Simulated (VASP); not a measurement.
**K: single point with PBEsol**

The system is K.

```
K
1.0
    -2.66110    2.66110    2.66110
     2.66110   -2.66110    2.66110
     2.66110    2.66110   -2.66110
K
1
Direct
  0.00000 0.00000 0.00000
```

```json
{"Program": "VASP 6.6.1", "Task": "single point", "Functional": "PBEsol", "Potentials or basis": "VASP PAW PBE potentials, release 64 (K_sv)", "Cutoff": "520 eV", "k mesh": "7 × 7 × 7", "Occupations": "fermi-dirac, width 0.05 eV", "Spin": "no spin polarisation"}
```

| Item | Value |
| --- | --- |
| Pressure | -0.2 GPa |

Levels at points of the mesh, in eV from the Fermi level:
```
           k point  band 3  band 4  band 5  band 6  band 7  band 8
(0.00, 0.00, 0.00)  -15.51  -15.51   -2.11    4.28    4.28    4.28
```

It took 5.4 s on 1 thread of Intel(R) Xeon(R) 6975P-C (Granite Rapids) (shared host), peak memory 0.19 GiB.

Caveat: the PAW data sets were made with another functional, which shifts forces and pressure a little.
